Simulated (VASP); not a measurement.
# TiO2 (P4_2/mnm) in VASP: notebook

The runs below take TiO2 through single point, with PBEsol.

Program: VASP 6.6.1. These are calculated values, not measurements. Logs are shortened: lines on timing, memory, paths and dates and some standing lists are left out, and cuts for length are marked.

## Step 1: The cell of the first run

It takes space group P4_2/mnm (No. 136, tetragonal). Conventional cell: a = 4.517 Å, b = 4.517 Å, c = 3.036 Å, α = 90.00°, β = 90.00°, γ = 90.00°. Ti (site symmetry mmm) has 6 O at 1.94 to 1.97 Å within 2.6 Å. Within 2.6 Å of O (site symmetry m2m) lie 3 Ti at 1.94 to 1.97 Å and 1 O at 2.50 Å.

## Step 2: Single point, PBEsol

INCAR

```
SYSTEM = TiO2
  ALGO = Normal
  EDIFF = 1E-6
  ENCUT = 520
  GGA = PS
  ISIF = 2
  ISMEAR = 0
  LASPH = .TRUE.
  LCHARG = .TRUE.
  LELF = .TRUE.
  LREAL = .FALSE.
  LVHAR = .TRUE.
  LWAVE = .FALSE.
  NBANDS = 33
  NELM = 100
  PREC = Accurate
  SIGMA = 0.05
```

KPOINTS

```
k-points
0
G
  8 8 10
  0 0 0
```

POSCAR

```
TiO2
1.0
    4.5171822877      0.0000000000      0.0000000000
    0.0000000000      4.5171822877      0.0000000000
    0.0000000000      0.0000000000      3.0361617294
Ti O
2 4
Direct
    0.0000000000      0.0000000000      0.0000000000
    0.5000000000      0.5000000000      0.5000000000
    0.3044387440      0.3044387440      0.0000000000
    0.1955612560      0.8044387440      0.5000000000
    0.6955612560      0.6955612560      0.0000000000
    0.8044387440      0.1955612560      0.5000000000
```

Potentials or basis: VASP PAW PBE potentials, release 64 (Ti_sv, O).

Command:

```
$ cat potpaw_PBE.64/Ti_sv/POTCAR potpaw_PBE.64/O/POTCAR > POTCAR
$ mpirun -np 1 vasp_std > vasp.out
```

OUTCAR:

```text
SYSTEM = TiO2
   EDIFF = 1E-6
   ENCUT = 520
   GGA = PS
   ISIF = 2
   ISMEAR = 0
   LASPH = .TRUE.
   LREAL = .FALSE.
   NELM = 100
   PREC = Accurate

 ion  position               nearest neighbor table
   1  0.000  0.000  0.000-   3 1.94   5 1.94   4 1.97   6 1.97   4 1.97   6 1.97
   2  0.500  0.500  0.500-   4 1.94   6 1.94   5 1.97   3 1.97   3 1.97   5 1.97
   3  0.304  0.304  0.000-   1 1.94   2 1.97   2 1.97
   4  0.196  0.804  0.500-   2 1.94   1 1.97   1 1.97
   5  0.696  0.696  0.000-   1 1.94   2 1.97   2 1.97
   6  0.804  0.196  0.500-   2 1.94   1 1.97   1 1.97

  LATTYP: Found a simple tetragonal cell.
 ALAT       =     4.5171822877
 C/A-ratio  =     0.6721361982

  Lattice vectors:

 A1 = (   4.5171822877,   0.0000000000,   0.0000000000)
 A2 = (   0.0000000000,   4.5171822877,   0.0000000000)
 A3 = (   0.0000000000,   0.0000000000,   3.0361617294)

Analysis of symmetry for initial positions (statically):
=====================================================================
 Subroutine PRICEL returns:
 Original cell was already a primitive cell.

 Routine SETGRP: Setting up the symmetry group for a
 simple tetragonal supercell.

 Subroutine GETGRP returns: Found 16 space group operations
 (whereof  8 operations were pure point group operations)
 out of a pool of 16 trial point group operations.

The static configuration has the point symmetry D_2h.
 The point group associated with its full space group is D_4h.

Analysis of symmetry for dynamics (positions and initial velocities):
=====================================================================
 Subroutine PRICEL returns:
 Original cell was already a primitive cell.

 Routine SETGRP: Setting up the symmetry group for a
 simple tetragonal supercell.

 Subroutine GETGRP returns: Found 16 space group operations
 (whereof  8 operations were pure point group operations)
 out of a pool of 16 trial point group operations.

The dynamic configuration has the point symmetry D_2h.
 The point group associated with its full space group is D_4h.

 Subroutine INISYM returns: Found 16 space group operations
 (whereof  8 operations are pure point group operations),
 and found     1 'primitive' translations

----------------------------------------------------------------------------------------
[... 101 lines left out ...]
   EDIFF  = 0.1E-05   stopping-criterion for ELM
   LREAL  =      F    real-space projection
   EDIFFG = 0.1E-04   stopping-criterion for IOM
   NSW    =      0    number of steps for IOM
   IBRION =     -1    ionic relax: 0-MD 1-quasi-New 2-CG
   NFREE  =      0    steps in history (QN), initial steepest desc. (CG)
   ISIF   =      2    stress and relaxation
   ISYM   =      2    0-nonsym 1-usesym 2-fastsym
   POTIM  = 0.5000    time-step for ionic-motion
   TEBEG  =    0.0;   TEEND  =   0.0 temperature during run
   PSTRESS=    0.0 pullay stress
   NELECT =      48.0000    total number of electrons
   NUPDOWN=      -1.0000    fix difference up-down
   EMIN   =  10.00;   EMAX   =-10.00  energy-range for DOS
   EFERMI =   0.00;   METHOD = LEGACY
   ISMEAR =     0;   SIGMA  =   0.05  broadening in eV -4-tet -1-fermi 0-gaus
   EFERMI_NEDOS =   21; number of points for ismear=-14 and -15
   IALGO  =     38    algorithm
   IMIX   =      4    mixing-type and parameters
     AMIX     =   0.40;   BMIX     =  1.00
     AMIX_MAG =   1.60;   BMIX_MAG =  1.00
  volume/ion in A,a.u.               =      10.33        69.68
  Fermi-wavevector in a.u.,A,eV,Ry     =   1.503610  2.841411 30.760636  2.260843
  Thomas-Fermi vector in A             =   2.614698
   LORBIT       =      0    0 simple, 1 ext, 2 COOP (PROOUT), +10 PAW based schemes
   GGA     = PS    functional components
   LHFCALC =     F    Hartree Fock is set to
   AEXX    =    0.0000 exact exchange contribution
   IVDW    =     0    specifies the selected vdW correction
   LEPSILON=     F    determine dielectric tensor
   LRPA    =     F    only Hartree local field effects (RPA)
 non-spin polarized calculation
 Gauss-broadening in eV      SIGMA  =   0.05
  energy-cutoff  :      520.00
  volume of cell :       61.95
 maximum number of plane-waves:      1688
 NGX is ok and might be reduce to    36

 number of electron      48.0000013 magnetization

 Free energy of the ion-electron system (eV)
  ---------------------------------------------------
  ext. energy  EPLUGINS =         0.00000000
  ---------------------------------------------------
  free energy    TOTEN  =       -56.02147402 eV

  energy without entropy =      -56.02147402  energy(sigma->0) =      -56.02147402

 E-fermi :   5.1458     XC(G=0): -11.7602

 val. band max:        4.9319237328   @ k =   0.0000   0.0000   0.0000
 cond. band min:       6.7132645380   @ k =   0.0000   0.0000   0.0000
 fundamental gap:      1.7813408053
 Fermi energy:         5.1457701794

 k-point     1 :       0.0000    0.0000    0.0000
  band No.  band energies     occupation
      1     -51.8357      2.00000
      2     -51.8157      2.00000
      3     -28.2631      2.00000
      4     -28.2631      2.00000
      5     -28.0888      2.00000
      6     -28.0888      2.00000
[... 853 lines left out ...]
     32      10.7577      0.00000
     33      11.2325      0.00000

 [... further k-points ...]

------------------------ aborting loop because EDIFF is reached ----------------------------------------

  FORCE on cell =-STRESS in cart. coord.  units (eV):
  Direction    XX          YY          ZZ          XY          YZ          ZX
  --------------------------------------------------------------------------------------
  -------------------------------------------------------------------------------------
  Total        1.1321252      1.1321252     -3.5783914      0.0000000      0.0000000      0.0000000
  in kB       29.2782362     29.2782362    -92.5418727      0.0000000      0.0000000      0.0000000
  external PRESSURE =     -11.3284668 kB  Pullay stress =       0.0000000 kB

 VOLUME and BASIS-vectors are now :
 -----------------------------------------------------------------------------
  energy-cutoff  :      520.00
  volume of cell :       61.95
      direct lattice vectors                 reciprocal lattice vectors
     4.517182288  0.000000000  0.000000000     0.221376942  0.000000000  0.000000000
     0.000000000  4.517182288  0.000000000     0.000000000  0.221376942  0.000000000
     0.000000000  0.000000000  3.036161729     0.000000000  0.000000000  0.329363219

 POSITION                                       TOTAL-FORCE (eV/Angst)
 -----------------------------------------------------------------------------------
      0.00000      0.00000      0.00000         0.000000     -0.000000      0.000000
      2.25859      2.25859      1.51808         0.000000     -0.000000      0.000000
      1.37521      1.37521      0.00000         0.015639      0.015639     -0.000000
      0.88339      3.63380      1.51808        -0.015639      0.015639      0.000000
      3.14198      3.14198      0.00000        -0.015639     -0.015639      0.000000
      3.63380      0.88339      1.51808         0.015639     -0.015639      0.000000
 -----------------------------------------------------------------------------------
    total drift:                                0.000000      0.000000      0.000000

  FREE ENERGIE OF THE ION-ELECTRON SYSTEM (eV)
  ---------------------------------------------------
  free  energy   TOTEN  =       -56.0214740159 eV

  energy  without entropy=      -56.0214740159  energy(sigma->0) =      -56.02147402
```

stdout:

```text
POSCAR found type information on POSCAR TiO
 POSCAR found :  2 types and       6 ions
 scaLAPACK will be used
 -----------------------------------------------------------------------------
|                                                                             |
|                                                                             |
|     You enforced a specific xc type in the INCAR file but a different       |
|     I HOPE YOU KNOW WHAT YOU ARE DOING!                                     |
|                                                                             |
 -----------------------------------------------------------------------------

 LDA part: xc-table for (Slater+PW92), standard interpolation
 POSCAR, INCAR and KPOINTS ok, starting setup
 FFT: planning ... GRIDC
 FFT: planning ... GRID_SOFT
 FFT: planning ... GRID
 WAVECAR not read
 entering main loop
```

It took 2 min on 1 thread of Intel Xeon Platinum 8488C (Sapphire Rapids), shared host; peak memory 0.27 GiB.

What came out:

```yaml
Free_energy: -56.0215 eV
Pressure: -1.1 GPa
Largest_force: 0.022 eV/Å
Band_gap_on_the_k_mesh: 1.78 eV
```

Forces on the atoms (eV/Å):
```
Ti   0.000  0.000  0.000
Ti   0.000  0.000  0.000
O    0.016  0.016  0.000
O   -0.016  0.016  0.000
O   -0.016 -0.016  0.000
O    0.016 -0.016  0.000
```

Caveat: the PAW data sets were made with another functional, which shifts forces and pressure a little.

## Step 3: Single point, PBEsol

This run uses another cell than the first one, of the same volume but with other edges.

INCAR

```
SYSTEM = TiO2
PREC = Accurate
ENCUT = 520
EDIFF = 1E-7
ISMEAR = 0
SIGMA = 0.05
LREAL = .False.
LASPH = .True.
NELM = 60
ALGO = Normal
ISIF = 2
LWAVE = .False.
LCHARG = .False.
GGA = PS
NBANDS = 33
```

KPOINTS

```
Automatic mesh
0
Gamma
  8 8 10
  0 0 0
```

Changes to POSCAR since step 2:

```diff
@@ -2,5 +2,5 @@
 1.0
-    4.5171822877      0.0000000000      0.0000000000
-    0.0000000000      4.5171822877      0.0000000000
-    0.0000000000      0.0000000000      3.0361617294
+    4.9457715719      0.0000000000      0.0000000000
+    0.0000000000      4.9457715719      0.0000000000
+    0.0000000000      0.0000000000      2.5327482678
 Ti O
```

Potentials or basis: VASP PAW PBE potentials, release 64 (Ti_sv, O).

Command:

```
$ cat potpaw_PBE.64/Ti_sv/POTCAR potpaw_PBE.64/O/POTCAR > POTCAR
$ mpirun -np 1 vasp_std > vasp.out
```

OUTCAR:

```text
SYSTEM = TiO2
   PREC = Accurate
   ENCUT = 520
   EDIFF = 1E-7
   ISMEAR = 0
   LREAL = .False.
   LASPH = .True.
   NELM = 60
   ISIF = 2
   GGA = PS

 ion  position               nearest neighbor table
   1  0.000  0.000  0.000-   4 1.86   6 1.86   4 1.86   6 1.86   5 2.13   3 2.13
   2  0.500  0.500  0.500-   3 1.86   5 1.86   3 1.86   5 1.86   4 2.13   6 2.13
   3  0.304  0.304  0.000-   2 1.86   2 1.86   1 2.13
   4  0.196  0.804  0.500-   1 1.86   1 1.86   2 2.13
   5  0.696  0.696  0.000-   2 1.86   2 1.86   1 2.13
   6  0.804  0.196  0.500-   1 1.86   1 1.86   2 2.13

  LATTYP: Found a simple tetragonal cell.
 ALAT       =     4.9457715719
 C/A-ratio  =     0.5121037701

  Lattice vectors:

 A1 = (   4.9457715719,   0.0000000000,   0.0000000000)
 A2 = (   0.0000000000,   4.9457715719,   0.0000000000)
 A3 = (   0.0000000000,   0.0000000000,   2.5327482678)

Analysis of symmetry for initial positions (statically):
=====================================================================
 Subroutine PRICEL returns:
 Original cell was already a primitive cell.

[... 183 lines left out ...]
 cond. band min:       5.6375384037   @ k =   0.5000   0.5000   0.0000
 fundamental gap:      0.9037141948
 Fermi energy:         5.0449024027

 k-point     1 :       0.0000    0.0000    0.0000
  band No.  band energies     occupation
      1     -51.7317      2.00000
      2     -51.7207      2.00000
      3     -28.2188      2.00000
      4     -28.2188      2.00000
      5     -27.9877      2.00000
      6     -27.9877      2.00000
[... 853 lines left out ...]
     32       9.9961      0.00000
     33      11.6309      0.00000

 [... further k-points ...]

------------------------ aborting loop because EDIFF is reached ----------------------------------------

  FORCE on cell =-STRESS in cart. coord.  units (eV):
  Direction    XX          YY          ZZ          XY          YZ          ZX
  --------------------------------------------------------------------------------------
  -------------------------------------------------------------------------------------
  Total       -3.6348847     -3.6348847     27.3887214     -0.0000000      0.0000000      0.0000000
  in kB      -94.0028649    -94.0028649    708.3080960     -0.0000000      0.0000000      0.0000000
  external PRESSURE =     173.4341221 kB  Pullay stress =       0.0000000 kB

 VOLUME and BASIS-vectors are now :
 -----------------------------------------------------------------------------
  energy-cutoff  :      520.00
  volume of cell :       61.95
      direct lattice vectors                 reciprocal lattice vectors
     4.945771572  0.000000000  0.000000000     0.202192921  0.000000000  0.000000000
     0.000000000  4.945771572  0.000000000     0.000000000  0.202192921  0.000000000
     0.000000000  0.000000000  2.532748268     0.000000000  0.000000000  0.394828026

 POSITION                                       TOTAL-FORCE (eV/Angst)
 -----------------------------------------------------------------------------------
      0.00000      0.00000      0.00000         0.000000      0.000000      0.000000
      2.47289      2.47289      1.26637         0.000000      0.000000      0.000000
      1.50568      1.50568      0.00000        -0.348639     -0.348639      0.000000
      0.96720      3.97857      1.26637         0.348639     -0.348639      0.000000
      3.44009      3.44009      0.00000         0.348639      0.348639     -0.000000
      3.97857      0.96720      1.26637        -0.348639      0.348639     -0.000000
 -----------------------------------------------------------------------------------
    total drift:                               -0.000000     -0.000000     -0.000000

  FREE ENERGIE OF THE ION-ELECTRON SYSTEM (eV)
  ---------------------------------------------------
  free  energy   TOTEN  =       -53.9290740465 eV

  energy  without entropy=      -53.9290740465  energy(sigma->0) =      -53.92907405
```

OSZICAR:

```text
N       E                     dE             d eps       ncg     rms          rms(c)
DAV:   1     0.652358407571E+03    0.65236E+03   -0.24320E+04  5940   0.173E+03
DAV:   2     0.263713879384E+02   -0.62599E+03   -0.58134E+03  6491   0.513E+02
DAV:   3    -0.640581844906E+02   -0.90430E+02   -0.87826E+02  8379   0.188E+02
DAV:   4    -0.688348941188E+02   -0.47767E+01   -0.47615E+01  8546   0.405E+01
DAV:   5    -0.689903176980E+02   -0.15542E+00   -0.15541E+00  7763   0.605E+00    0.340E+01
DAV:   6    -0.551338881428E+02    0.13856E+02   -0.65489E+01  7691   0.889E+01    0.143E+01
DAV:   7    -0.545210618443E+02    0.61283E+00   -0.16952E+01  7468   0.424E+01    0.124E+01
DAV:   8    -0.538968297367E+02    0.62423E+00   -0.15908E+00  7444   0.162E+01    0.377E+00
DAV:   9    -0.539576198827E+02   -0.60790E-01   -0.43727E-01  9131   0.445E+00    0.200E+00
DAV:  10    -0.539322397318E+02    0.25380E-01   -0.13038E-01  7289   0.478E+00    0.511E-01
DAV:  11    -0.539290029445E+02    0.32368E-02   -0.10434E-02  7896   0.949E-01    0.104E-01
DAV:  12    -0.539291024686E+02   -0.99524E-04   -0.11593E-03  7311   0.285E-01    0.756E-02
DAV:  13    -0.539290781041E+02    0.24364E-04   -0.28111E-04  6525   0.189E-01    0.330E-02
DAV:  14    -0.539290736619E+02    0.44423E-05   -0.38871E-05  6845   0.762E-02    0.125E-02
DAV:  15    -0.539290743825E+02   -0.72061E-06   -0.39767E-06  7755   0.226E-02    0.428E-03
DAV:  16    -0.539290740893E+02    0.29319E-06   -0.11474E-06  6638   0.760E-03    0.676E-04
DAV:  17    -0.539290740465E+02    0.42806E-07   -0.10610E-07  4031   0.425E-03
   1 F= -.53929074E+02 E0= -.53929074E+02  d E =-.681748E-21
```

stdout:

```text
POSCAR found type information on POSCAR TiO
 POSCAR found :  2 types and       6 ions
 scaLAPACK will be used
 -----------------------------------------------------------------------------
|                                                                             |
|                                                                             |
|     You enforced a specific xc type in the INCAR file but a different       |
|     I HOPE YOU KNOW WHAT YOU ARE DOING!                                     |
|                                                                             |
 -----------------------------------------------------------------------------

 LDA part: xc-table for (Slater+PW92), standard interpolation
 POSCAR, INCAR and KPOINTS ok, starting setup
 FFT: planning ... GRIDC
 FFT: planning ... GRID_SOFT
 FFT: planning ... GRID
 WAVECAR not read
 entering main loop
```

Run time: 2 min. Hardware: 1 thread of Intel Xeon Platinum 8488C (Sapphire Rapids), shared host; peak memory 0.28 GiB.

What came out:

```yaml
Free_energy: -53.9291 eV
Pressure: 17.3 GPa
Largest_force: 0.493 eV/Å
Band_gap_on_the_k_mesh: 0.90 eV (least direct gap 0.93 eV)
```

Forces in eV/Å, atoms in the order of the input:
```
Ti   0.000  0.000  0.000
Ti   0.000  0.000  0.000
O   -0.349 -0.349  0.000
O    0.349 -0.349  0.000
O    0.349  0.349  0.000
O   -0.349  0.349  0.000
```

Stress tensor (GPa, compression positive):
```
-9.40  0.00  0.00
 0.00 -9.40  0.00
 0.00  0.00 70.83
```

Caveat: the cell stands under pressure; the PAW data sets were made with another functional, which shifts forces and pressure a little.
